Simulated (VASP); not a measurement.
Runs of VASP 6.6.1 on HfN. The structure is that of space group F-43m (No. 216), or close to it. The cells are those of the table. 

```tsv
cell	gap on the mesh (eV)	pressure (GPa)
a = 3.429, b = 3.429, c = 3.472 Å, angles 59.6, 59.6, 60.8°, 2 atoms	none	-5.2
a = 3.385 Å, angles 60.0°, 2 atoms	none	6.0
a = 3.558 Å, angles 60.0°, 2 atoms	none	-21.1
a = 3.298 Å, angles 60.0°, 2 atoms	none	28.1
a = 3.429, b = 3.429, c = 3.385 Å, angles 60.4, 60.4, 59.2°, 2 atoms	none	(a)
a = 3.645 Å, angles 60.0°, 2 atoms	none	(b)
a = 3.473, b = 3.473, c = 3.385 Å, angles 60.8, 60.8, 58.3°, 2 atoms	none	-5.2
a = 3.515, b = 3.515, c = 3.472 Å, angles 60.4, 60.4, 59.2°, 2 atoms	none	-14.1
```

Alike in all rows: task single point; level LDA; potentials or basis VASP PAW LDA potentials, release 64 (Hf_pv, N); no spin polarisation; k mesh 16 × 16 × 16; cutoff (eV) 520; smearing gaussian 0.15 eV.

Q: Fill in the values left out.

A: (a) 0.0; (b) -28.7.

Caveats: spin-orbit coupling is left out, which moves the levels of the heavy elements; the cell stands under tension (at least some runs); the cell stands under pressure (at least some runs); the stress differs along the axes, from -11 to -2 GPa (at least some runs).

A k mesh can miss the band edges, and the runs leave out spin-orbit coupling on Hf.

A gap of «none» marks levels without a gap at the run's occupations.
